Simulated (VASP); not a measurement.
# GaAs: single point with PBE+D3(BJ)

The system is GaAs, a slab with vacuum.

```
As Ga
1.0
     4.01336    0.00000    0.00000
    -2.00668    3.47567    0.00000
     0.00000    0.00000   18.09611
As Ga
2 2
Direct
  0.00000 0.00000 0.38682
  0.33333 0.66667 0.57899
  0.33333 0.66667 0.43209
  0.66667 0.33333 0.61564
```

| Quantity | Value |
| --- | --- |
| Program | VASP 6.6.1 |
| Task | single point |
| Functional | PBE |
| Dispersion | D3(BJ) |
| Potentials or basis | VASP PAW PBE potentials, release 64 (As, Ga_d) |
| Cutoff | 520 eV |
| k mesh | 9 × 9 × 1 |
| Occupations | gaussian, width 0.05 eV |
| Spin | no spin polarisation |

```yaml
Largest_force: 0.473 eV/Å
Band_gap_on_the_k_mesh: 0.06 eV, indirect (the least direct gap lies 4.7 meV higher)
Dispersion_energy_per_atom: -0.210 eV
```

Forces on the atoms (eV/Å):
```
As   0.000  0.000  0.463
As   0.000  0.000 -0.001
Ga   0.000  0.000 -0.473
Ga   0.000  0.000  0.012
```

Levels at points of the mesh, in eV from the valence-band top:
```tsv
k point	band 14	band 15	band 16	band 17	band 18	band 19	band 20	band 21	band 22	band 23
(0.00, 0.00, 0.00)	-2.32	-1.70	-1.70	0.00	0.00	0.07	1.03	1.91	3.48	3.48
```

Run time: 87 s on 1 thread of Intel(R) Xeon(R) Platinum 8488C (Sapphire Rapids), with other jobs on the host, peak memory 0.36 GiB.
